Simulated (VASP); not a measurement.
Input of a VASP 6.6.1 run:

File INCAR:

```
ALGO = Normal
EDIFF = 1E-6
EDIFFG = -0.01
ENCUT = 600
GGA = CA
IBRION = 2
ISIF = 3
ISMEAR = 0
LASPH = T
LCHARG = F
LREAL = F
LWAVE = F
NELM = 80
NSW = 80
PREC = Accurate
PSTRESS = 50.0
SIGMA = 0.01
```

The input KPOINTS:

```
k-points
0
Gamma
  4 4 4
```

POSCAR

```
RbCaH3
1.0
    4.5470000000      0.0000000000      0.0000000000
    0.0000000000      4.5470000000      0.0000000000
    0.0000000000      0.0000000000      4.5470000000
Rb Ca H
1 1 3
Direct
    0.0000000000      0.0000000000      0.0000000000
    0.5000000000      0.5000000000      0.5000000000
    0.0000000000      0.5000000000      0.5000000000
    0.5000000000      0.0000000000      0.5000000000
    0.5000000000      0.5000000000      0.0000000000
```

Potentials or basis: VASP PAW LDA potentials, release 64 (Rb_sv, Ca_sv, H).

The run is started by

```sh
$ cat potpaw_LDA.64/Rb_sv/POTCAR potpaw_LDA.64/Ca_sv/POTCAR potpaw_LDA.64/H/POTCAR > POTCAR
$ mpirun -np 1 vasp_std > vasp.out
```

(1) Estimate the space group after relaxing (to 0.05 Å).

(2) Predict the relaxed cell.

(3) Predict the relaxed volume.

Results:

(1) Pm-3m (No. 221).

(2) a = 4.214 Å, b = 4.214 Å, c = 4.214 Å, α = 90.00°, β = 90.00°, γ = 90.00°.

(3) 14.96 Å³/atom.

Caveat: the cell is relaxed towards a set pressure, so the enthalpy falls and the energy may rise; the volume moved by over 15 % at a fixed basis, so the end points are rough.
